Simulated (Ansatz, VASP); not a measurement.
# Two plane-wave programs on HfC4

```
CELL_PARAMETERS angstrom
4.31686 0.00000 0.00000
0.00000 4.49314 0.00000
0.00000 0.00000 5.04001
ATOMIC_POSITIONS crystal
Hf 0.50000 0.00000 0.50000
Hf 0.00000 0.00000 0.00000
C 0.16632 0.50000 0.75214
C 0.33051 0.50000 0.50000
C 0.16632 0.50000 0.24786
C 0.33229 0.50000 0.00000
C 0.83368 0.50000 0.24786
C 0.66771 0.50000 0.00000
C 0.83368 0.50000 0.75214
C 0.66949 0.50000 0.50000
```

Alike in both runs: task relaxation of cell and atoms; functional PBE; k mesh 8 × 8 × 6; occupations gaussian, width 0.1 eV; no spin polarisation.

```csv
,VASP,Ansatz
version,VASP 6.6.1,Ansatz 0.2.0
potentials or method,"VASP PAW PBE potentials, release 64 (Hf_pv, C), cutoff 600 eV","scalar-relativistic, plane waves, PAW"
valence electrons in the cell,52,84
```

Ansatz gave:

```
gap on the k mesh at the Fermi level, each at its own relaxed structure (eV) : none
relaxed volume (Å³/atom)                                                     : 9.78
relaxed length of the cell vector where the two differ most in proportion (Å)              : 4.493
```

Question: What did VASP give for the same quantities?

Answer: gap on the k mesh at the Fermi level, each at its own relaxed structure (eV): none; relaxed volume (Å³/atom): 9.73; relaxed length of the cell vector where the two differ most in proportion (Å): 4.470.

A gap of «none» marks a metal or a gap that the smearing closes. VASP's potentials hold 52 valence electrons a cell and Ansatz's 84, so a difference there can come from the potentials and not from the codes.

Spin-orbit coupling is off throughout.
